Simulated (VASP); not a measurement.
## InGa3N4: single point with r2SCAN

InGa3N4:

```xyz
8
Lattice="3.2577 0.0000 0.0000 0.0000 3.2577 0.0000 0.0000 0.0000 9.3006" Properties=species:S:1:pos:R:3 pbc="T T T"
Ga    0.0000    0.0000    7.1105
Ga    1.6288    1.6288    0.0000
Ga    0.0000    0.0000    2.1901
N     0.0000    1.6288    8.2066
N     1.6288    0.0000    1.0940
N     0.0000    1.6288    3.2742
N     1.6288    0.0000    6.0265
In    1.6288    1.6288    4.6503
```

| Item | Value |
| --- | --- |
| Program | VASP 6.6.1 |
| Task | single point |
| Functional | r2SCAN |
| Potentials or basis | VASP PAW PBE potentials, release 64 (Ga_d, N, In_d) |
| Cutoff | 660 eV |
| k mesh | 8 × 8 × 4 |
| Occupations | gaussian, width 0.01 eV |
| Spin | no spin polarisation |

- Pressure: 1.7 GPa
- Largest force: 0.026 eV/Å
- Band gap on the k mesh: 1.25 eV

Forces on the atoms (eV/Å):
```
Ga   0.000  0.000 -0.014
Ga   0.000  0.000  0.000
Ga   0.000  0.000  0.014
N    0.000  0.000  0.002
N    0.000  0.000 -0.002
N    0.000  0.000  0.026
N    0.000  0.000 -0.026
In   0.000  0.000  0.000
```

Levels at points of the mesh, in eV from the valence-band top:
| k point | band 32 | band 33 | band 34 | band 35 | band 36 | band 37 | band 38 | band 39 | band 40 | band 41 |
| --- | --- | --- | --- | --- | --- | --- | --- | --- | --- | --- |
| (0.00, 0.00, 0.00) | -1.28 | -1.28 | -0.21 | 0.00 | 0.00 | 1.25 | 3.67 | 4.45 | 4.61 | 6.79 |
| (0.50, 0.00, 0.00) | -1.30 | -1.28 | -1.04 | -1.01 | -0.44 | 4.22 | 4.43 | 6.26 | 6.38 | 7.07 |
| (0.50, 0.50, 0.00) | -3.60 | -2.91 | -2.71 | -2.71 | -2.50 | 3.52 | 3.52 | 6.44 | 6.44 | 6.69 |
| (0.00, 0.00, 0.50) | -1.67 | -0.68 | -0.68 | -0.29 | -0.29 | 2.55 | 3.12 | 4.06 | 4.43 | 6.78 |
| (0.50, 0.00, 0.50) | -1.82 | -1.32 | -1.30 | -1.28 | -0.44 | 4.74 | 4.89 | 5.62 | 5.76 | 7.44 |
| (0.50, 0.50, 0.50) | -3.14 | -3.12 | -3.12 | -3.05 | -2.91 | 4.47 | 4.47 | 5.01 | 5.01 | 7.04 |

Run time: 60 min on 1 thread of AMD EPYC 7R13 (shared host), peak memory 0.4 GiB.

Caveat: the PAW data sets were made with another functional, which shifts forces and pressure a little; spin-orbit coupling is left out, which moves the levels of the heavy elements.
